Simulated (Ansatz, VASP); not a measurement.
# One calculation of Mg2H2O3, two programs

```xyz
7
Lattice="3.0850 0.0000 0.0000 -1.5425 2.6717 0.0000 0.0000 0.0000 7.7100" Properties=species:S:1:pos:R:3 pbc="T T T"
Mg    1.5425    0.8906    6.4756
Mg    0.0000    1.7811    1.2344
H     0.0000    1.7811    4.3685
H     1.5425    0.8906    3.3415
O     0.0000    1.7811    5.3577
O     1.5425    0.8906    2.3523
O     0.0000    0.0000    0.0000
```

Alike in both runs: task single point; functional PBEsol; k mesh 6 × 6 × 4; occupations gaussian, width 0.1 eV; no spin polarisation.

|  | VASP | Ansatz |
| --- | --- | --- |
| version | VASP 6.6.1 | Ansatz 0.2.0 |
| potentials or method | VASP PAW PBE potentials, release 64 (Mg, H, O), cutoff 520 eV | scalar-relativistic, plane waves, PAW |
| valence electrons in the cell | 24 | 40 |

```tsv
	VASP	Ansatz	Ansatz less VASP
gap on the k mesh at the Fermi level (eV)	3.54	3.56	+0.020
least direct gap on the mesh (eV)	3.54	3.56	+0.020
pressure (GPa)	-6.6	-6.3	+0.35
traceless stress, the component that is largest in VASP (GPa)	-5.80	-6.28	-0.482
rms of the force components (eV/Å)	0.307	0.341	+0.0336
```

VASP's potentials were made for PBE, not for PBEsol. Atom by atom the forces differ by 0.053 eV/Å (rms over components). VASP's potentials hold 24 valence electrons a cell and Ansatz's 40, so a difference there can come from the potentials and not from the codes.
